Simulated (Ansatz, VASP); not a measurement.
# One calculation of Mo, two programs

INCAR

```
PREC     = Accurate       # precision mode
ENCUT    = 520            # plane-wave cutoff, eV
EDIFF    = 1E-6           # SCF threshold, eV
ISMEAR   = 0              # smearing method
SIGMA    = 0.1            # smearing width, eV
LREAL    = F              # projectors in reciprocal space
LASPH    = T              # aspherical terms in the spheres
NELM     = 80             # most SCF steps
ALGO     = Normal         # electronic algorithm
ISIF     = 2              # what is computed and relaxed
LWAVE    = F              # write WAVECAR
LCHARG   = F              # write CHGCAR
GGA      = PE             # functional
NBANDS   = 36             # bands
```

Contents of KPOINTS:

```
regular mesh
0
Gamma
  6 6 4
```

POSCAR

```
Mo
1.0
    2.1447590161     -3.6349687911      0.0000000000
    2.1447590161      3.6349687911      0.0000000000
    0.0000000000      0.0000000000      4.2952238224
Mo
4
Direct
    0.1525000000      0.8475000000      0.0785000000
    0.6525000000      0.3475000000      0.4215000000
    0.8475000000      0.1525000000      0.9215000000
    0.3475000000      0.6525000000      0.5785000000
```

Input for Ansatz:

```yaml
crystal:
  lattice:
    - [2.1447590161, -3.6349687911, 0.0]
    - [2.1447590161, 3.6349687911, 0.0]
    - [0.0, 0.0, 4.2952238224]
  atoms:
    - { symbol: Mo, position: [0.1525, 0.8475, 0.0785] }
    - { symbol: Mo, position: [0.6525, 0.3475, 0.4215] }
    - { symbol: Mo, position: [0.8475, 0.1525, 0.9215] }
    - { symbol: Mo, position: [0.3475, 0.6525, 0.5785] }
basis:
  ecutwfc: 420
kpoints:
  mp_grid: { grid: [6, 6, 4] }
hamiltonian:
  xc: pbe
scf:
  occupations: { method: gaussian, width: 0.1 }
  lower_state_search: "off"
output:
  forces: true
  stress: true
  eigenvalues: true
```

Alike in both runs: task single point; functional PBE; k mesh 6 × 6 × 4; occupations gaussian, width 0.1 eV; no spin polarisation.

|  | VASP | Ansatz |
| --- | --- | --- |
| version | VASP 6.6.1 | Ansatz 0.2.0 |
| potentials or method | VASP PAW PBE potentials, release 64 (Mo_sv), cutoff 520 eV | scalar-relativistic, plane waves, PAW |
| valence electrons in the cell | 56 | 56 |

VASP gave:

```
gap on the k mesh at the Fermi level (eV)                     : none
pressure (GPa)                                                : 25.9
traceless stress, the component that is largest in VASP (GPa) : 10.42
rms of the force components (eV/Å)                            : 0.621
```

Task: What did Ansatz give for the same quantities?

Result: gap on the k mesh at the Fermi level (eV): none; pressure (GPa): 25.1; traceless stress, the component that is largest in VASP (GPa): 9.92; rms of the force components (eV/Å): 0.592.

Atom by atom the forces differ by 0.044 eV/Å (rms over components). A gap of «none» marks a metal or a gap that the smearing closes. The functional is the same, so the differences come from potentials, cutoffs and numerics.

The k mesh is coarse, so the values compare programs but aren't converged.
